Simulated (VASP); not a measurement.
# HgSe (F-43m) in VASP: further runs, part 2 of 2

VASP 6.6.1.

### Step 4. Relaxation of cell and atoms, PBEsol

File INCAR:

```
SYSTEM = HgSe
PREC = Accurate
ENCUT = 500
EDIFF = 1E-7
ISMEAR = 0
SIGMA = 0.1
LREAL = .FALSE.
LASPH = .TRUE.
NELM = 120
ALGO = Normal
ISIF = 3
LWAVE = .FALSE.
LCHARG = .FALSE.
GGA = PS
IBRION = 2
NSW = 100
EDIFFG = -0.005
GGA_COMPAT = .FALSE.
NELMIN = 4
```

File KPOINTS:

```
Automatic mesh
0
G
  12 12 12
  0 0 0
```

File POSCAR:

```
HgSe
1.0
    0.0000000000      3.0518486612      3.0518486612
    3.0518486612      0.0000000000      3.0518486612
    3.0518486612      3.0518486612      0.0000000000
Hg Se
1 1
Direct
    0.0000000000      0.0000000000      0.0000000000
    0.2500000000      0.2500000000      0.2500000000
```

Potentials or basis: VASP PAW PBE potentials, release 64 (Hg, Se).

The run is started by

```bash
$ cat potpaw_PBE.64/Hg/POTCAR potpaw_PBE.64/Se/POTCAR > POTCAR
$ mpirun -np 1 vasp_std > vasp.out
```

OUTCAR:

```text
SYSTEM = HgSe
   PREC = Accurate
   ENCUT = 500
   EDIFF = 1E-7
   ISMEAR = 0
   LREAL = .FALSE.
   LASPH = .TRUE.
   NELM = 120
   ISIF = 3
   GGA = PS
   IBRION = 2
   NSW = 100
   EDIFFG = -0.005
   NELMIN = 4

 ion  position               nearest neighbor table
   1  0.000  0.000  0.000-   2 2.64   2 2.64   2 2.64   2 2.64
   2  0.250  0.250  0.250-   1 2.64   1 2.64   1 2.64   1 2.64

  LATTYP: Found a face centered cubic cell.
 ALAT       =     6.1036973224

  Lattice vectors:

 A1 = (   0.0000000000,   3.0518486612,   3.0518486612)
 A2 = (   3.0518486612,   0.0000000000,   3.0518486612)
 A3 = (   3.0518486612,   3.0518486612,   0.0000000000)

Analysis of symmetry for initial positions (statically):
=====================================================================
 Subroutine PRICEL returns:
 Original cell was already a primitive cell.

 Routine SETGRP: Setting up the symmetry group for a
 face centered cubic supercell.

 Subroutine GETGRP returns: Found 24 space group operations
 (whereof 24 operations were pure point group operations)
 out of a pool of 48 trial point group operations.

The static configuration has the point symmetry T_d .

Analysis of symmetry for dynamics (positions and initial velocities):
=====================================================================
 Subroutine PRICEL returns:
 Original cell was already a primitive cell.

 Routine SETGRP: Setting up the symmetry group for a
 face centered cubic supercell.

 Subroutine GETGRP returns: Found 24 space group operations
 (whereof 24 operations were pure point group operations)
 out of a pool of 48 trial point group operations.

The dynamic configuration has the point symmetry T_d .

 Subroutine INISYM returns: Found 24 space group operations
 (whereof 24 operations are pure point group operations),
 and found     1 'primitive' translations
[... 126 lines left out ...]
 conjugate gradient relaxation of ions
 non-spin polarized calculation
 Gauss-broadening in eV      SIGMA  =   0.10
  energy-cutoff  :      500.00
  volume of cell :       56.85
 maximum number of plane-waves:      1459
   NGX = 15   NGY = 15   NGZ = 15

--------------------------------------- Ionic step        1  -------------------------------------------

 number of electron      18.0000004 magnetization

 Free energy of the ion-electron system (eV)
  ---------------------------------------------------
  ext. energy  EPLUGINS =         0.00000000
  ---------------------------------------------------
  free energy    TOTEN  =        -4.80671547 eV

  energy without entropy =       -4.80655611  energy(sigma->0) =       -4.80663579

------------------------ aborting loop because EDIFF is reached ----------------------------------------

  FORCE on cell =-STRESS in cart. coord.  units (eV):
  Direction    XX          YY          ZZ          XY          YZ          ZX
  --------------------------------------------------------------------------------------
  -------------------------------------------------------------------------------------
  Total        0.3832438      0.3832438      0.3832438      0.0000000     -0.0000000      0.0000000
  in kB       10.8010679     10.8010679     10.8010679      0.0000000     -0.0000000      0.0000000
  external PRESSURE =      10.8010679 kB  Pullay stress =       0.0000000 kB
[... 59 lines left out ...]
--------------------------------------- Ionic step        3  -------------------------------------------

 number of electron      18.0000000 magnetization

 Free energy of the ion-electron system (eV)
  ---------------------------------------------------
  ext. energy  EPLUGINS =         0.00000000
  ---------------------------------------------------
  free energy    TOTEN  =        -4.81052674 eV

  energy without entropy =       -4.81036499  energy(sigma->0) =       -4.81044587

 E-fermi :   1.3888     XC(G=0):  -9.1128

 val. band max:        1.3200473458   @ k =   0.0000   0.0000   0.0000
 cond. band min:       1.6434931043   @ k =   0.0833   0.0000   0.0000
 fundamental gap:      0.3234457584
 Fermi energy:         1.3888283944

 k-point     1 :       0.0000    0.0000    0.0000
  band No.  band energies     occupation
      1     -11.9589      2.00000
      2      -5.6721      2.00000
      3      -5.6721      2.00000
      4      -5.6721      2.00000
      5      -4.9715      2.00000
      6      -4.9715      2.00000
      7       0.2501      2.00000
      8       1.3200      1.66930
      9       1.3200      1.66930
     10       1.3200      1.66930
     11       6.7762      0.00000
     12       6.7762      0.00000
     13       6.7762      0.00000
[... 354 lines left out ...]
  band No.  band energies     occupation
      1     -11.4640      2.00000
      2      -5.4853      2.00000
      3      -5.4437      2.00000
      4      -4.9934      2.00000
      5      -4.9435      2.00000
      6      -4.6745      2.00000
      7      -3.8285      2.00000
      8      -0.6692      2.00000
      9       0.1703      2.00000
     10       3.4247      0.00000
     11       6.7250      0.00000
     12       8.0261      0.00000
     13       8.0968      0.00000

 [... further k-points ...]
[... 5 lines left out ...]
  --------------------------------------------------------------------------------------
  -------------------------------------------------------------------------------------
  Total       -0.0004679     -0.0004679     -0.0004679     -0.0000000     -0.0000000     -0.0000000
  in kB       -0.0129248     -0.0129248     -0.0129248     -0.0000000     -0.0000000     -0.0000000
  external PRESSURE =      -0.0129248 kB  Pullay stress =       0.0000000 kB
[... 17 lines left out ...]
  FREE ENERGIE OF THE ION-ELECTRON SYSTEM (eV)
  ---------------------------------------------------
  free  energy   TOTEN  =        -4.8105267386 eV

  energy  without entropy=       -4.8103649917  energy(sigma->0) =       -4.81044587

 reached required accuracy - stopping structural energy minimisation
```

It took 34 s on 1 thread of Intel Xeon 6975P-C (Granite Rapids), shared host; peak memory 0.22 GiB.

Results:

```yaml
Free_energy: -4.8105 eV
Relaxed_volume: 29.00 Å³/atom
Relaxed_cell: a = 4.345 Å, b = 4.345 Å, c = 4.345 Å, α = 60.00°, β = 60.00°, γ = 60.00°
Space_group_after_relaxing_to_0.05_Å: F-43m (No. 216)
Energy_gained_by_relaxing: 1.9 meV/atom
Ionic_steps: 3
Pressure_after_relaxing: 0.0 GPa
Band_gap_on_the_k_mesh: zero (filled and empty bands touch)
```

Step by step:
| step | energy change (eV) | largest force (eV/Å) | pressure (GPa) | volume (Å³) |
| --- | --- | --- | --- | --- |
| 1 | 0.0000 | 0.0000 | 1.08 | 56.85 |
| 2 | -0.0033 | 0.0000 | -0.38 | 58.44 |
| 3 | -0.0038 | 0.0000 | 0.00 | 58.00 |

Final structure:
```cif
data_structure
_symmetry_space_group_name_H-M 'P 1'
_symmetry_Int_Tables_number 1
_cell_length_a 4.3449
_cell_length_b 4.3449
_cell_length_c 4.3449
_cell_angle_alpha 60.000
_cell_angle_beta 60.000
_cell_angle_gamma 60.000
_cell_volume 58.00
loop_
_atom_site_label
_atom_site_type_symbol
_atom_site_fract_x
_atom_site_fract_y
_atom_site_fract_z
_atom_site_occupancy
Hg1 Hg 0.00000 0.00000 0.00000 1
Se1 Se 0.25000 0.25000 0.25000 1
```

Levels at points of the mesh, in eV from the Fermi level:
| k point | band 6 | band 7 | band 8 | band 9 | band 10 | band 11 | band 12 | band 13 |
| --- | --- | --- | --- | --- | --- | --- | --- | --- |
| (0.00, 0.00, 0.00) | -6.36 | -1.14 | -0.07 | -0.07 | -0.07 | 5.39 | 5.39 | 5.39 |
| (0.50, 0.00, 0.00) | -6.06 | -5.43 | -1.00 | -1.00 | 0.96 | 6.12 | 6.12 | 6.75 |
| (0.50, 0.50, 0.00) | -6.02 | -5.05 | -2.27 | -2.27 | 2.62 | 2.87 | 8.19 | 9.56 |

Caveat: the PAW data sets were made with another functional, which shifts forces and pressure a little; spin-orbit coupling is left out, which moves the levels of the heavy elements. Zero-point motion and thermal expansion aren't in these numbers.

### Step 5. Overview

| task | cell | k mesh | gap on the mesh (eV) | pressure (GPa) |
| --- | --- | --- | --- | --- |
| single point | a = 4.316 Å, angles 60.0°, 2 atoms | 6 × 6 × 6 | none | 1.1 |
| single point | a = 4.337 Å, angles 60.0°, 2 atoms | 12 × 12 × 12 | none | 0.3 |
| relaxation of cell and atoms | relaxed from a = 4.316 Å, angles 60.0°, 2 atoms | 12 × 12 × 12 | none | 0.0 |

Alike in all rows: level PBEsol; potentials or basis VASP PAW PBE potentials, release 64 (Hg, Se); no spin polarisation; cutoff (eV) 500; smearing gaussian 0.1 eV.

Caveats: the PAW data sets were made with another functional, which shifts forces and pressure a little; spin-orbit coupling is left out, which moves the levels of the heavy elements.

Total energies depend on the potentials used, so only differences within one code and one set of settings carry meaning.
